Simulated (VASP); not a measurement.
The system is CuO.

```
Cu O
1.0
     0.00000    2.35788    2.35788
     2.35788    0.00000    2.35788
     2.35788    2.35788    0.00000
Cu O
1 1
Direct
  0.00000 0.00000 0.00000
  0.25000 0.25000 0.25000
```

Base run:

| Item | Value |
| --- | --- |
| Program | VASP 6.6.1 |
| Functional | BLYP |
| Potentials or basis | VASP PAW PBE potentials, release 64 (Cu, O) |
| Cutoff | 520 eV |
| k mesh | 10 × 10 × 10 |
| Occupations | fermi-dirac, width 0.05 eV |
| Spin | no spin polarisation |

Its results: pressure -8.3 GPa.

Task: The run is repeated on the same cell with these changes: functional from BLYP to PBE; further incar settings from ALGO = Normal; EDIFF = 1e-06; NBANDS = 16 to ALGO = Normal; EDIFF = 1e-07; NBANDS = 16. What comes out?

Result: Pressure -12.4 GPa.

Caveats: an odd number of electrons without spin polarisation forces a metal; a magnetic or distorted state may lie lower; the PAW data sets were made with another functional, which shifts forces and pressure a little (some runs).
